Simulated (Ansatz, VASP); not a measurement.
## CrI3: VASP beside Ansatz

Contents of INCAR:

```
SYSTEM = CrI3
PREC = Accurate ; ENCUT = 520
EDIFF = 1E-6 ; ISMEAR = 0
SIGMA = 0.05 ; LREAL = .False.
LASPH = .True. ; NELM = 150
ALGO = Normal ; ISIF = 2
LWAVE = .False. ; LCHARG = .False.
ISPIN = 2 ; MAGMOM = 3 0 0 0
LORBIT = 11 ; LMAXMIX = 4
GGA = PS ; NBANDS = 28
```

The input KPOINTS:

```
regular mesh
0
Gamma
  6 6 6
  0 0 0
```

File POSCAR:

```
CrI3
1.0
    5.6300000000      0.0000000000      0.0000000000
    0.0000000000      5.6300000000      0.0000000000
    0.0000000000      0.0000000000      5.6300000000
Cr I
1 3
Direct
    0.0000000000      0.0000000000      0.0000000000
    0.5000000000      0.0000000000      0.0000000000
    0.0000000000      0.0000000000      0.5000000000
    0.0000000000      0.5000000000      0.0000000000
```

Input for Ansatz:

```yaml
crystal:
  lattice:
    - [5.63, 0.0, 0.0]
    - [0.0, 5.63, 0.0]
    - [0.0, 0.0, 5.63]
  atoms:
    - { symbol: Cr, position: [0.0, 0.0, 0.0], spin: 3.0 }
    - { symbol: I, position: [0.5, 0.0, 0.0] }
    - { symbol: I, position: [0.0, 0.0, 0.5] }
    - { symbol: I, position: [0.0, 0.5, 0.0] }
basis:
  ecutwfc: 420
  ecutrho_ratio: 4
kpoints:
  mp_grid: { grid: [6, 6, 6] }
hamiltonian:
  xc: pbesol
scf:
  occupations: { method: gaussian, width: 0.05 }
output:
  forces: true
  stress: true
  eigenvalues: true
  populations: true
magnetization:
  spin_polarized: true
```

Alike in both runs: task single point; functional PBEsol; k mesh 6 × 6 × 6; occupations gaussian, width 0.05 eV; collinear spin.

|  | VASP | Ansatz |
| --- | --- | --- |
| version | VASP 6.6.1 | Ansatz 0.2.0 |
| potentials or method | VASP PAW PBE potentials, release 64 (Cr_pv, I), cutoff 520 eV | scalar-relativistic, plane waves, PAW |
| valence electrons in the cell | 33 | 65 |

VASP gave:

```
gap on the k mesh at the Fermi level (eV)                     : none
pressure (GPa)                                                : -2.3
net moment per atom (μB)                                      : 0.80
size of the moment on the site where the two differ most (μB) : 3.42
```

Question: Estimate Ansatz's values.

Answer: gap on the k mesh at the Fermi level (eV): none; pressure (GPa): -2.4; net moment per atom (μB): 0.80; size of the moment on the site where the two differ most (μB): 3.40.

VASP's potentials were made for PBE, not for PBEsol. Site moments also hang on the region over which each program counts them. A gap of «none» marks a metal or a gap that the smearing closes. VASP's potentials hold 33 valence electrons a cell and Ansatz's 65, so a difference there can come from the potentials and not from the codes.

Neither program's run includes spin-orbit coupling.
